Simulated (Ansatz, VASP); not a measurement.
**Two plane-wave programs on BiTe**

INCAR

```
SYSTEM = BiTe
  ALGO = Normal
  EDIFF = 1E-6
  ENCUT = 520
  GGA = PE
  ISIF = 2
  ISMEAR = 0
  LASPH = .True.
  LCHARG = .False.
  LREAL = .False.
  LWAVE = .False.
  NBANDS = 18
  NELM = 60
  PREC = Accurate
  SIGMA = 0.15
```

File KPOINTS:

```
k-points
0
Gamma
  12 12 12
  0 0 0
```

The input POSCAR:

```
BiTe
1.0
    2.3015723842      1.3288134356      3.1514273568
   -2.3015723842      1.3288134356      3.1514273568
    0.0000000000     -2.6576268711      3.1514273568
Bi Te
1 1
Direct
    0.5000000000      0.5000000000      0.5000000000
    0.0000000000      0.0000000000      0.0000000000
```

Input for Ansatz:

```yaml
crystal:
  lattice:
    - [2.3015723842, 1.3288134356, 3.1514273568]
    - [-2.3015723842, 1.3288134356, 3.1514273568]
    - [0.0, -2.6576268711, 3.1514273568]
  atoms:
    - { symbol: Bi, position: [0.5, 0.5, 0.5] }
    - { symbol: Te, position: [0.0, 0.0, 0.0] }
basis:
  ecutwfc: 420
kpoints:
  mp_grid: { grid: [12, 12, 12] }
hamiltonian:
  xc: pbe
scf:
  occupations: { method: gaussian, width: 0.15 }
output:
  forces: true
  stress: true
  eigenvalues: true
```

Change from the starting cell: strain -0.050 along x and y, -0.050 along z, atoms carried along.

Alike in both runs: task single point; functional PBE; k mesh 12 × 12 × 12; occupations gaussian, width 0.15 eV; no spin polarisation.

```csv
,VASP,Ansatz
version,VASP 6.6.1,Ansatz 0.2.0
potentials or method,"VASP PAW PBE potentials, release 64 (Bi_d, Te), cutoff 520 eV","scalar-relativistic, plane waves, PAW"
valence electrons in the cell,21,31
```

|  | VASP | Ansatz | Ansatz less VASP |
| --- | --- | --- | --- |
| gap on the k mesh at the Fermi level (eV) | none | none | - |
| pressure (GPa) | 10.5 | 10.5 | +0.04 |
| traceless stress, the component that is largest in VASP (GPa) | -2.12 | -2.12 | -0.001 |

A gap of «none» marks a metal or a gap that the smearing closes. The functional is the same, so the differences come from potentials, cutoffs and numerics. VASP's potentials hold 21 valence electrons a cell and Ansatz's 31, so a difference there can come from the potentials and not from the codes.

Spin-orbit coupling is off throughout.
